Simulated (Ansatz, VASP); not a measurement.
Si2W: VASP beside Ansatz

```
Si W
1.0
     4.47335    0.00000    0.00000
    -2.23667    3.87403    0.00000
     0.00000    0.00000    6.79859
Si W
6 3
Direct
  0.85727 0.71453 0.50000
  0.14273 0.85727 0.83333
  0.71453 0.85727 0.16667
  0.14273 0.28547 0.50000
  0.85727 0.14273 0.83333
  0.28547 0.14273 0.16667
  0.00000 0.50000 0.16667
  0.50000 0.50000 0.83333
  0.50000 0.00000 0.50000
```

Alike in both runs: task single point; functional LDA; k mesh 9 × 9 × 6; occupations gaussian, width 0.03 eV; no spin polarisation.

|  | VASP | Ansatz |
| --- | --- | --- |
| version | VASP 6.6.1 | Ansatz 0.2.0 |
| potentials or method | VASP PAW LDA potentials, release 64 (Si, W_sv), cutoff 520 eV | scalar-relativistic, plane waves, PAW |
| valence electrons in the cell | 66 | 66 |

```tsv
	VASP	Ansatz	Ansatz less VASP
gap on the k mesh at the Fermi level (eV)	none	none	-
pressure (GPa)	6.5	5.8	-0.68
traceless stress, the component that is largest in VASP (GPa)	-15.10	-14.94	+0.159
rms of the force components (eV/Å)	2.006	2.007	+0.0011
```

Ansatz warns that its potentials were made for another functional, while VASP's fit it. LDA's correlation is that of Perdew and Zunger in VASP and of Perdew and Wang (1992) in Ansatz. Atom by atom the forces differ by 0.001 eV/Å (rms over components). A gap of «none» marks a metal or a gap that the smearing closes.

Neither program's run includes spin-orbit coupling.
